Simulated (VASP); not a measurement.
# BN (F-43m) in VASP: further runs, part 2 of 2

VASP 6.6.1.

### Step 3. Vibrations by perturbation theory, PBEsol

This run uses another cell than the first one, of 5.64 Å³/atom, 0.960 times its volume.

Input file INCAR:

```
SYSTEM = BN
ALGO     = Normal         ! electronic algorithm
EDIFF    = 1E-8           ! SCF threshold, eV
ENCUT    = 520            ! plane-wave cutoff, eV
GGA      = PS             ! functional
IBRION   = 8              ! ionic algorithm
ISIF     = 2              ! what is computed and relaxed
ISMEAR   = 0              ! smearing method
LASPH    = .True.         ! aspherical terms in the spheres
LCHARG   = .False.        ! write CHGCAR
LEPSILON = .True.         ! dielectric tensor by DFPT
LREAL    = .False.        ! projectors in reciprocal space
LWAVE    = .False.        ! write WAVECAR
NELM     = 80             ! most SCF steps
NSW      = 1              ! ionic steps
PREC     = Accurate       ! precision mode
SIGMA    = 0.01           ! smearing width, eV
```

Input file KPOINTS:

```
k-points
0
Gamma
  12 12 12
  0 0 0
```

Input file POSCAR:

```
BN
1.0
    0.0000000000      1.7797594426      1.7797594426
    1.7797594426      0.0000000000      1.7797594426
    1.7797594426      1.7797594426      0.0000000000
B N
1 1
Direct
    0.0000000000      0.0000000000      0.0000000000
    0.7500000000      0.7500000000      0.7500000000
```

Potentials or basis: VASP PAW PBE potentials, release 64 (B, N).

Command:

```console
> cat potpaw_PBE.64/B/POTCAR potpaw_PBE.64/N/POTCAR > POTCAR
> mpirun -np 1 vasp_std > vasp.out
```

OUTCAR:

```text
SYSTEM = BN
   EDIFF = 1E-8
   ENCUT = 520
   GGA = PS
   IBRION = 8
   ISIF = 2
   ISMEAR = 0
   LASPH = .True.
   LEPSILON = .True.
   LREAL = .False.
   NELM = 80
   NSW = 1
   PREC = Accurate

 ion  position               nearest neighbor table
   1  0.000  0.000  0.000-   2 1.54   2 1.54   2 1.54   2 1.54
   2  0.750  0.750  0.750-   1 1.54   1 1.54   1 1.54   1 1.54

  LATTYP: Found a face centered cubic cell.
 ALAT       =     3.5595188852

  Lattice vectors:

 A1 = (   0.0000000000,   1.7797594426,   1.7797594426)
 A2 = (   1.7797594426,   0.0000000000,   1.7797594426)
 A3 = (   1.7797594426,   1.7797594426,   0.0000000000)

Analysis of symmetry for initial positions (statically):
=====================================================================
 Subroutine PRICEL returns:
 Original cell was already a primitive cell.

 Routine SETGRP: Setting up the symmetry group for a
 face centered cubic supercell.

 Subroutine GETGRP returns: Found 24 space group operations
 (whereof 24 operations were pure point group operations)
 out of a pool of 48 trial point group operations.

The static configuration has the point symmetry T_d .

Analysis of symmetry for dynamics (positions and initial velocities):
=====================================================================
 Subroutine PRICEL returns:
 Original cell was already a primitive cell.

 Routine SETGRP: Setting up the symmetry group for a
 face centered cubic supercell.

 Subroutine GETGRP returns: Found 24 space group operations
 (whereof 24 operations were pure point group operations)
 out of a pool of 48 trial point group operations.

The dynamic configuration has the point symmetry T_d .

 Subroutine INISYM returns: Found 24 space group operations
 (whereof 24 operations are pure point group operations),
 and found     1 'primitive' translations

----------------------------------------------------------------------------------------

                                     Primitive cell

  volume of cell :      11.2749

  direct lattice vectors                    reciprocal lattice vectors
     0.000000000  1.779759443  1.779759443    -0.280936844  0.280936844  0.280936844
     1.779759443  0.000000000  1.779759443     0.280936844 -0.280936844  0.280936844
     1.779759443  1.779759443  0.000000000     0.280936844  0.280936844 -0.280936844

  length of vectors
     2.516959941  2.516959941  2.516959941     0.486596887  0.486596887  0.486596887

  position of ions in fractional coordinates (direct lattice)
     0.000000000  0.000000000  0.000000000
     0.750000000  0.750000000  0.750000000

[... 452 lines left out ...]
 -----------------------------------------------------------------------------
    -0.00048  1.03013  0.00000
     1.03013 -0.00048  0.00000
     0.00000  0.00000  0.00040

--------------------------------------- Ionic step        4  -------------------------------------------

------------------------ aborting loop because EDIFF is reached ----------------------------------------

[... ionic steps 5 to 6 ...]

--------------------------------------- Ionic step        7  -------------------------------------------

 Free energy of the ion-electron system (eV)
  ---------------------------------------------------
  ---------------------------------------------------
  free energy    TOTEN  =        -0.23044835 eV

  energy without entropy =       -0.23044835

------------------------ aborting loop because EDIFF is reached ----------------------------------------

 INTERNAL STRAIN TENSOR  FOR ION    2  DIRECTION 1   (eV/Angst):
 -----------------------------------------------------------------------------
     0.00858  0.00000  0.00000
     0.00000 -0.00314  4.57921
     0.00000  4.57921 -0.00314

 MACROSCOPIC STATIC DIELECTRIC TENSOR (including local field effects in DFT)
 ------------------------------------------------------
           4.594546     0.000000     0.000000
           0.000000     4.594546     0.000000
          -0.000000     0.000000     4.594546
 ------------------------------------------------------

 PIEZOELECTRIC TENSOR (including local field effects)  for field in x, y, z        (e  Angst)
          XX          YY          ZZ          XY          YZ          ZX
  --------------------------------------------------------------------------------
  x     0.00000    -0.00000     0.00000     0.00000     0.72546     0.00000
  y    -0.00000    -0.00000    -0.00000     0.00000     0.00000     0.72546
  z     0.00000    -0.00000     0.00000     0.72546     0.00000     0.00000

 PIEZOELECTRIC TENSOR (including local field effects)  for field in x, y, z        (C/m^2)
          XX          YY          ZZ          XY          YZ          ZX
  --------------------------------------------------------------------------------
  x     0.00000    -0.00000     0.00000     0.00000     1.03088     0.00000
  y    -0.00000    -0.00000    -0.00000     0.00000     0.00000     1.03088
  z     0.00000    -0.00000     0.00000     1.03088     0.00000     0.00000

 BORN EFFECTIVE CHARGES (including local field effects) (in |e|, cummulative output)
 ---------------------------------------------------------------------------------
 ion    1
    1     1.88042     0.00000     0.00000
    2     0.00000     1.88042    -0.00000
    3     0.00000     0.00000     1.88042
 ion    2
    1    -1.88042    -0.00000    -0.00000
    2    -0.00000    -1.88042     0.00000
    3    -0.00000     0.00000    -1.88042

 INTERNAL STRAIN TENSOR FOR ION    2 for displacements in x,y,z  (eV/Angst):
          X           Y           Z          XY          YZ          ZX
  --------------------------------------------------------------------------------
  x     0.00000     0.00000     0.00000     0.00000     4.57921     0.00000
  y     0.00000     0.00000     0.00000     0.00000     0.00000     4.57921
  z     0.00000     0.00000     0.00000     4.57921     0.00000     0.00000

 SECOND DERIVATIVES (NOT SYMMETRIZED)
 ------------------------------------
               1X          1Y          1Z          2X          2Y          2Z
  1X   -27.146547    0.000000    0.000000   27.146547    0.000000    0.000000
  1Y     0.000000  -27.146547    0.000000    0.000000   27.146547    0.000000
  1Z     0.000000    0.000000  -27.146547    0.000000    0.000000   27.146547
  2X    27.137774    0.000000    0.000000  -27.137774    0.000000    0.000000
  2Y     0.000000   27.137774    0.000000    0.000000  -27.137774    0.000000
  2Z     0.000000    0.000000   27.137774    0.000000    0.000000  -27.137774

 Eigenvectors and eigenvalues of the dynamical matrix
 ----------------------------------------------------

   1 f  =   32.975840 THz   207.193314 2PiTHz 1099.955625 cm-1   136.377055 meV
             X         Y         Z           dx          dy          dz
      0.000000  0.000000  0.000000     0.751241   -0.000000    0.000000
      2.669639  2.669639  2.669639    -0.660028    0.000000    0.000000
[... 21 lines left out ...]
   6 f/i=    0.002643 THz     0.016603 2PiTHz    0.088144 cm-1     0.010929 meV
             X         Y         Z           dx          dy          dz
      0.000000  0.000000  0.000000    -0.085760   -0.651879    0.057758
      2.669639  2.669639  2.669639    -0.097612   -0.741966    0.065740

--------------------------------------------------------------------------------------------------------

 MACROSCOPIC STATIC DIELECTRIC TENSOR IONIC CONTRIBUTION
 ------------------------------------------------------
           2.090834     0.000000     0.000000
           0.000000     2.090834    -0.000000
           0.000000    -0.000000     2.090834
 ------------------------------------------------------

 ELASTIC MODULI CONTR FROM IONIC RELAXATION (kBar)
 Direction    XX          YY          ZZ          XY          YZ          ZX
 --------------------------------------------------------------------------------
 XX          -0.0000      0.0000      0.0000      0.0000     -0.0000      0.0000
 YY           0.0000     -0.0000     -0.0000      0.0000      0.0000     -0.0000
 ZZ           0.0000     -0.0000     -0.0000      0.0000      0.0000      0.0000
 XY           0.0000      0.0000      0.0000   -105.8263      0.0000      0.0000
 YZ          -0.0000      0.0000      0.0000      0.0000   -105.8263      0.0000
 ZX           0.0000     -0.0000      0.0000      0.0000      0.0000   -105.8263
 --------------------------------------------------------------------------------

 PIEZOELECTRIC TENSOR IONIC CONTR  for field in x, y, z        (C/m^2)
          XX          YY          ZZ          XY          YZ          ZX
  --------------------------------------------------------------------------------
  x    -0.00000     0.00000     0.00000    -0.00000    -0.44262    -0.00000
  y     0.00000    -0.00000     0.00000     0.00000    -0.00000    -0.44262
  z     0.00000     0.00000     0.00000    -0.44262    -0.00000     0.00000
```

Wall time 78 s (1 thread of Intel Xeon Platinum 8559C (Emerald Rapids), shared host); peak memory 0.17 GiB.

What came out:

* Electronic dielectric tensor (diagonal): 4.59
* Born charges (mean of the diagonal): B +1.88; N -1.88 e
* Highest phonon frequency at Γ, LO-TO splitting left out: 1100 cm⁻¹

Phonon frequencies in cm⁻¹ (negative: imaginary):
```
              q point           frequencies
(0.000, 0.000, 0.000)  0 0 0 1100 1100 1100
```

Electronic dielectric tensor:
```
4.59 0.00 0.00
0.00 4.59 0.00
0.00 0.00 4.59
```

Born effective charge tensors (e):
atom 1, B
```
1.88 0.00 0.00
0.00 1.88 0.00
0.00 0.00 1.88
```
atom 2, N
```
-1.88  0.00  0.00
 0.00 -1.88  0.00
 0.00  0.00 -1.88
```

Caveat: the cell wasn't relaxed at this level first, which shifts response properties; the PAW data sets were made with another functional, which shifts forces and pressure a little.
